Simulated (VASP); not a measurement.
# Ag (P6_3/mmc) in VASP: single point with PBE

Aim: the single point of Ag with PBE.

All numbers are computed with VASP 6.6.1; they aren't measurements. Logs are shortened: lines on timing, memory, paths and dates and some standing lists are left out, and cuts for length are marked.

## Step 1: The cell of the first run

It takes space group P6_3/mmc (No. 194, hexagonal). The conventional cell has a = 2.930 Å, b = 2.930 Å, c = 4.790 Å, α = 90.00°, β = 90.00°, γ = 120.00°. Ag (site symmetry -6m2) has 12 Ag at 2.93 Å within 3.9 Å.

This isn't the form of Ag at room conditions, which is fcc.

## Step 2: Single point, PBE

File INCAR:

```
SYSTEM = Ag
PREC = Accurate
ENCUT = 520
EDIFF = 1E-6
ISMEAR = -1
SIGMA = 0.05
LREAL = .FALSE.
LASPH = .TRUE.
NELM = 80
ALGO = Normal
ISIF = 2
LWAVE = .FALSE.
LCHARG = .FALSE.
GGA = PE
ISYM = 0
NBANDS = 18
```

File KPOINTS:

```
Automatic mesh
0
Gamma
  14 14 8
  0.5 0.5 0.5
```

File POSCAR:

```
Ag
1.0
    2.9299980804      0.0000000000      0.0000000000
   -1.4649990402      2.5374527707      0.0000000000
    0.0000000000      0.0000000000      4.7900000000
Ag
2
Direct
    0.3333333333      0.6666666667      0.2500000000
    0.6666666667      0.3333333333      0.7500000000
```

Potentials or basis: VASP PAW PBE potentials, release 64 (Ag).

The run is started by

```console
cat potpaw_PBE.64/Ag/POTCAR > POTCAR
mpirun -np 1 vasp_std > vasp.out
```

OUTCAR:

```text
SYSTEM = Ag
   PREC = Accurate
   ENCUT = 520
   EDIFF = 1E-6
   ISMEAR = -1
   LREAL = .FALSE.
   LASPH = .TRUE.
   NELM = 80
   ISIF = 2
   GGA = PE
   ISYM = 0

 ion  position               nearest neighbor table
   1  0.333  0.667  0.250-   2 2.93   2 2.93   2 2.93   2 2.93   2 2.93   2 2.93
   2  0.667  0.333  0.750-   1 2.93   1 2.93   1 2.93   1 2.93   1 2.93   1 2.93

IMPORTANT INFORMATION: All symmetrisations will be switched off!
NOSYMM: (Re-)initialisation of all symmetry stuff for point group C_1.

----------------------------------------------------------------------------------------

                                     Primitive cell

  volume of cell :      35.6124

  direct lattice vectors                    reciprocal lattice vectors
     2.929998080  0.000000000  0.000000000     0.341297152  0.197048003  0.000000000
    -1.464999040  2.537452771  0.000000000     0.000000000  0.394096005  0.000000000
     0.000000000  0.000000000  4.790000000     0.000000000  0.000000000  0.208768267

  length of vectors
     2.929998080  2.929998080  4.790000000     0.394096005  0.394096005  0.208768267

  position of ions in fractional coordinates (direct lattice)
     0.333333333  0.666666667  0.250000000
     0.666666667  0.333333333  0.750000000

  ion indices of the primitive-cell ions
   primitive index   ion index
                 1           1
                 2           2

----------------------------------------------------------------------------------------

 KPOINTS: Automatic mesh

Automatic generation of k-mesh.
 Grid dimensions read from file:
 generate k-points for:   14   14    8

 Generating k-lattice:

  Cartesian coordinates                     Fractional coordinates (reciprocal lattice)
     0.024378368  0.014074857  0.000000000     0.071428571  0.000000000  0.000000000
     0.000000000  0.028149715  0.000000000     0.000000000  0.071428571  0.000000000
     0.000000000  0.000000000  0.026096033     0.000000000  0.000000000  0.125000000

  Length of vectors
     0.028149715  0.028149715  0.026096033

  Shift w.r.t. Gamma in fractional coordinates (k-lattice)
     0.500000000  0.500000000  0.500000000

 Subroutine IBZKPT returns following result:
 ===========================================

 Found   2352 irreducible k-points:

 Following reciprocal coordinates:
            Coordinates               Weight
  0.035714  0.035714  0.062500      2.000000
 -0.035714  0.071429  0.062500      2.000000
[... 33 lines left out ...]
   ISTART =      0    job   : 0-new  1-cont  2-samecut
   ICHARG =      2    charge: 1-file 2-atom 10-const
   ISPIN  =      1    spin polarized calculation?
   LNONCOLLINEAR =      F non collinear calculations
   LSORBIT =      F    spin-orbit coupling
   LASPH  =      T    aspherical Exc in radial PAW
   ENCUT  =  520.0 eV  38.22 Ry    6.18 a.u.   5.45  5.45  8.91*2*pi/ulx,y,z
   NELM   =     80;   NELMIN=  2; NELMDL= -5     # of ELM steps
   EDIFF  = 0.1E-05   stopping-criterion for ELM
   LREAL  =      F    real-space projection
   EDIFFG = 0.1E-04   stopping-criterion for IOM
   NSW    =      0    number of steps for IOM
   IBRION =     -1    ionic relax: 0-MD 1-quasi-New 2-CG
   NFREE  =      0    steps in history (QN), initial steepest desc. (CG)
   ISIF   =      2    stress and relaxation
   ISYM   =      0    0-nonsym 1-usesym 2-fastsym
   POTIM  = 0.5000    time-step for ionic-motion
   TEBEG  =    0.0;   TEEND  =   0.0 temperature during run
   PSTRESS=    0.0 pullay stress
   NELECT =      22.0000    total number of electrons
   NUPDOWN=      -1.0000    fix difference up-down
   EMIN   =  10.00;   EMAX   =-10.00  energy-range for DOS
   EFERMI =   0.00;   METHOD = LEGACY
   ISMEAR =    -1;   SIGMA  =   0.05  broadening in eV -4-tet -1-fermi 0-gaus
   EFERMI_NEDOS =   21; number of points for ismear=-14 and -15
   IALGO  =     38    algorithm
   IMIX   =      4    mixing-type and parameters
     AMIX     =   0.40;   BMIX     =  1.00
     AMIX_MAG =   1.60;   BMIX_MAG =  1.00
  volume/ion in A,a.u.               =      17.81       120.16
  Fermi-wavevector in a.u.,A,eV,Ry     =   1.394276  2.634800 26.449806  1.944006
  Thomas-Fermi vector in A             =   2.517841
   LORBIT       =      0    0 simple, 1 ext, 2 COOP (PROOUT), +10 PAW based schemes
   GGA     = PE    functional components
[... 5 lines left out ...]
 non-spin polarized calculation
  energy-cutoff  :      520.00
  volume of cell :       35.61
 maximum number of plane-waves:       983
 NGX is ok and might be reduce to    24
   NGX = 11   NGY = 11   NGZ = 17

 number of electron      22.0000005 magnetization

 Free energy of the ion-electron system (eV)
  ---------------------------------------------------
  ext. energy  EPLUGINS =         0.00000000
  ---------------------------------------------------
  free energy    TOTEN  =        -5.43045999 eV

  energy without entropy =       -5.42585401  energy(sigma->0) =       -5.42815700

 E-fermi :   7.8840     XC(G=0): -11.9517

 val. band max:        7.8779708740   @ k =   0.5000  -0.3929   0.3125
 cond. band min:       7.8869994315   @ k =   0.0000   0.3929   0.4375
 fundamental gap:      0.0090285575
 Fermi energy:         7.8840414938

 k-point     1 :       0.0357    0.0357    0.0625
  band No.  band energies     occupation
      1       0.5195      2.00000
      2       1.7720      2.00000
      3       3.1109      2.00000
      4       3.3125      2.00000
      5       3.3153      2.00000
      6       3.4581      2.00000
[... 481 lines left out ...]
      5       3.3024      2.00000
      6       3.5459      2.00000
[... 10 lines left out ...]
     17      24.4240      0.00000
     18      25.5402      0.00000

 [... further k-points ...]

------------------------ aborting loop because EDIFF is reached ----------------------------------------

  FORCE on cell =-STRESS in cart. coord.  units (eV):
  Direction    XX          YY          ZZ          XY          YZ          ZX
  --------------------------------------------------------------------------------------
  -------------------------------------------------------------------------------------
  Total       -0.0155299     -0.0155384      0.1715561     -0.0000071      0.0000001     -0.0000002
  in kB       -0.6986808     -0.6990631      7.7181997     -0.0003199      0.0000049     -0.0000110
  external PRESSURE =       2.1068186 kB  Pullay stress =       0.0000000 kB

 VOLUME and BASIS-vectors are now :
 -----------------------------------------------------------------------------
  energy-cutoff  :      520.00
  volume of cell :       35.61
      direct lattice vectors                 reciprocal lattice vectors
     2.929998080  0.000000000  0.000000000     0.341297152  0.197048003  0.000000000
    -1.464999040  2.537452771  0.000000000     0.000000000  0.394096005  0.000000000
     0.000000000  0.000000000  4.790000000     0.000000000  0.000000000  0.208768267

 POSITION                                       TOTAL-FORCE (eV/Angst)
 -----------------------------------------------------------------------------------
     -0.00000      1.69164      1.19750        -0.000000     -0.000000      0.000000
      1.46500      0.84582      3.59250         0.000000      0.000000     -0.000000
 -----------------------------------------------------------------------------------
    total drift:                                0.000000      0.000000      0.000000

  FREE ENERGIE OF THE ION-ELECTRON SYSTEM (eV)
  ---------------------------------------------------
  free  energy   TOTEN  =        -5.4304599910 eV

  energy  without entropy=       -5.4258540074  energy(sigma->0) =       -5.42815700
```

OSZICAR:

```text
N       E                     dE             d eps       ncg     rms          rms(c)
DAV:   1     0.124946762706E+03    0.12495E+03   -0.11739E+04 84784   0.121E+03
DAV:   2    -0.387787753717E+01   -0.12882E+03   -0.12233E+03 87764   0.266E+02
DAV:   3    -0.590451085366E+01   -0.20266E+01   -0.20198E+01 97602   0.376E+01
DAV:   4    -0.591062192644E+01   -0.61111E-02   -0.61106E-02 92488   0.204E+00
DAV:   5    -0.591067297697E+01   -0.51051E-04   -0.51050E-04 92154   0.199E-01    0.659E+00
DAV:   6    -0.544829370010E+01    0.46238E+00   -0.11663E+00 87914   0.115E+01    0.437E+00
DAV:   7    -0.543539635399E+01    0.12897E-01   -0.13756E-02 91690   0.109E+00    0.250E+00
DAV:   8    -0.543043190713E+01    0.49644E-02   -0.11198E-03 87680   0.276E-01    0.105E-01
DAV:   9    -0.543044842200E+01   -0.16515E-04   -0.17154E-05 96412   0.301E-02    0.385E-02
DAV:  10    -0.543046030761E+01   -0.11886E-04   -0.79365E-06 93406   0.262E-02    0.321E-03
DAV:  11    -0.543045999105E+01    0.31656E-06   -0.85109E-08 48052   0.267E-03
   1 F= -.54304600E+01 E0= -.54281570E+01  d E =-.460598E-02
```

stdout:

```text
POSCAR found type information on POSCAR Ag
 POSCAR found :  1 types and       2 ions
 scaLAPACK will be used
 LDA part: xc-table for (Slater+PW92), standard interpolation
 POSCAR, INCAR and KPOINTS ok, starting setup
 FFT: planning ... GRIDC
 FFT: planning ... GRID_SOFT
 FFT: planning ... GRID
 WAVECAR not read
 entering main loop
```

It took 26 min on 1 thread of Oxide Virtual Turin-like, shared host; peak memory 1.1 GiB.

What came out:

* Free energy: -5.4305 eV
* Pressure: 0.2 GPa
* Band gap on the k mesh: zero (bands 11 and 12 overlap by 6.83 eV)

Stress tensor (GPa, compression positive):
```
-0.07  0.00  0.00
 0.00 -0.07  0.00
 0.00  0.00  0.77
```
